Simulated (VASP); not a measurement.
Write the native input for VASP 6.6.1 that does the following.

| Property | Result |
| --- | --- |
| Task | electric field gradients |
| Functional | r2SCAN |
| Potentials or basis | VASP PAW PBE potentials, release 64 (Pb_d, F) |
| Cutoff | 520 eV |
| k mesh | 4 × 6 × 3 |
| Occupations | fermi-dirac, width 0.02 eV |
| Spin | no spin polarisation |
| Dipole correction | no |
| Further INCAR settings | ALGO = Normal; EDIFF = 1e-08; NBANDS = 68 |

Crystal: PbF2.

```xyz
12
Lattice="6.4081 0.0000 0.0000 0.0000 3.8796 0.0000 0.0000 0.0000 7.6638" Properties=species:S:1:pos:R:3 pbc="T T T"
Pb    1.6346    0.9699    6.8519
Pb    4.7735    2.9097    0.8119
Pb    4.8386    0.9699    4.6438
Pb    1.5695    2.9097    3.0200
F     3.0381    0.9699    1.1762
F     3.3700    2.9097    6.4876
F     6.2421    0.9699    2.6557
F     0.1660    2.9097    5.0081
F     4.1063    2.9097    3.3327
F     2.3018    0.9699    4.3311
F     0.9022    2.9097    0.4992
F     5.5059    0.9699    7.1646
```

One way to write it, as run:

POSCAR

```
PbF2
1.0
    6.4081039300      0.0000000000      0.0000000000
    0.0000000000      3.8796427700      0.0000000000
    0.0000000000      0.0000000000      7.6637946300
Pb F
4 8
Direct
    0.2550794700      0.2500000000      0.8940555400
    0.7449205300      0.7500000000      0.1059444600
    0.7550794700      0.2500000000      0.6059444600
    0.2449205300      0.7500000000      0.3940555400
    0.4740967600      0.2500000000      0.1534794100
    0.5259032400      0.7500000000      0.8465205900
    0.9740967600      0.2500000000      0.3465205900
    0.0259032400      0.7500000000      0.6534794100
    0.6407953000      0.7500000000      0.4348646200
    0.3592047000      0.2500000000      0.5651353800
    0.1407953000      0.7500000000      0.0651353800
    0.8592047000      0.2500000000      0.9348646200
```

INCAR.step1

```
PREC     = Accurate       # precision mode
ENCUT    = 520            # plane-wave cutoff, eV
ISMEAR   = -1             # smearing method
SIGMA    = 0.02           # smearing width, eV
LREAL    = F              # projectors in reciprocal space
LASPH    = T              # aspherical terms in the spheres
NELM     = 100            # most SCF steps
NBANDS   = 68             # bands
GGA      = PE             # functional
ALGO     = Normal         # electronic algorithm
EDIFF    = 1E-4           # SCF threshold, eV
LWAVE    = T              # write WAVECAR
LCHARG   = F              # write CHGCAR
```

INCAR.step2

```
PREC     = Accurate       # precision mode
ENCUT    = 520            # plane-wave cutoff, eV
EDIFF    = 1E-8           # SCF threshold, eV
ISMEAR   = -1             # smearing method
SIGMA    = 0.02           # smearing width, eV
LREAL    = F              # projectors in reciprocal space
LASPH    = T              # aspherical terms in the spheres
NELM     = 100            # most SCF steps
ALGO     = Normal         # electronic algorithm
ISIF     = 2              # what is computed and relaxed
LWAVE    = F              # write WAVECAR
LCHARG   = F              # write CHGCAR
METAGGA  = R2SCAN         # meta-GGA
LMIXTAU  = T            
LEFG     = T            
NBANDS   = 68             # bands
ISTART   = 1
```

KPOINTS

```
Automatic mesh
0
Gamma
  4 6 3
```

Potentials or basis: VASP PAW PBE potentials, release 64 (Pb_d, F).

Run with:

```console
$ cat potpaw_PBE.64/Pb_d/POTCAR potpaw_PBE.64/F/POTCAR > POTCAR
$ cp INCAR.step1 INCAR
$ mpirun -np 1 vasp_std > vasp.out
$ cp INCAR.step2 INCAR
$ mpirun -np 1 vasp_std > vasp.out
```

It gave:

```yaml
Pressure: 0.1 GPa
Largest_force: 0.015 eV/Å
Band_gap_on_the_k_mesh: 4.76 eV, indirect (least direct gap 5.01 eV)
```

Caveat: without QUAD_EFG the Cq values of the log hold for a quadrupole moment of 1 mb, not for the nuclei; the PAW data sets were made with another functional, which shifts forces and pressure a little; spin-orbit coupling is left out, which moves the levels of the heavy elements.

Wall time 12 min on 1 thread of Intel(R) Xeon(R) 6975P-C (Granite Rapids), on a shared host, peak memory 0.44 GiB.
